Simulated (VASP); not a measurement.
A run of VASP 6.6.1:

File INCAR:

```
ALGO = Normal ; EDIFF = 1E-6
ENCUT = 520 ; GGA = PE
ISIF = 2 ; ISMEAR = 0
LASPH = True ; LCHARG = True
LELF = True ; LREAL = False
LVHAR = True ; LWAVE = False
NBANDS = 21 ; NELM = 80
PREC = Accurate ; SIGMA = 0.02
```

Contents of KPOINTS:

```
k-points
0
Gamma
  12 12 4
```

POSCAR

```
Be3CCl2
1.0
    3.1038251575      0.0000000000      0.0000000000
   -1.5519125787      2.6879914354      0.0000000000
    0.0000000000      0.0000000000     11.4521501545
Be C Cl
3 1 2
Direct
    0.3333333333      0.6666666667      0.9629811776
    0.6666666667      0.3333333333      0.0370188224
    0.0000000000      0.0000000000      0.5000000000
    0.0000000000      0.0000000000      0.0000000000
    0.3333333333      0.6666666667      0.3875829864
    0.6666666667      0.3333333333      0.6124170136
```

Potentials or basis: VASP PAW PBE potentials, release 64 (Be, C, Cl).

Launch:

```console
$ cat potpaw_PBE.64/Be/POTCAR potpaw_PBE.64/C/POTCAR potpaw_PBE.64/Cl/POTCAR > POTCAR
$ mpirun -np 1 vasp_std > vasp.out
```

Hardware: 1 thread of Intel Xeon 6975P-C, on a shared host.

Estimate the wall time of this run.

Wall time 2.3 min on 1 thread of Intel Xeon 6975P-C, on a shared host, peak memory 0.29 GiB. Counts: scf iterations 16, k points 69.
